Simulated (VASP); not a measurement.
TiC, 4 atoms in the cell. The typed cell holds 4 atoms: a = 3.036 Å, b = 3.036 Å, c = 4.293 Å, α = 90.00°, β = 90.00°, γ = 90.00°. 

```yaml
Program: VASP 6.6.1
Task: single point
Functional: PBEsol
Potentials_or_basis: VASP PAW PBE potentials, release 64 (Ti_sv, C)
Cutoff: 520 eV
k_mesh: 12 × 12 × 8
Occupations: gaussian, width 0.15 eV
Spin: no spin polarisation
Dipole_correction: no
Further_INCAR_settings: ALGO = Fast; EDIFF = 1e-06; NBANDS = 24
```

Potentials or basis: VASP PAW PBE potentials, release 64 (Ti_sv, C).

The run is started by

```sh
$ cat potpaw_PBE.64/Ti_sv/POTCAR potpaw_PBE.64/C/POTCAR > POTCAR
$ mpirun -np 1 vasp_std > vasp.out
```

Hardware: 1 thread of Oxide Virtual Turin-like Processor (shared host).

Question: How long does it take, and how much memory?

Answer: Wall time 21 min on 1 thread of Oxide Virtual Turin-like Processor, on a shared host, peak memory 0.49 GiB. Counts: scf iterations 36, k points 580.
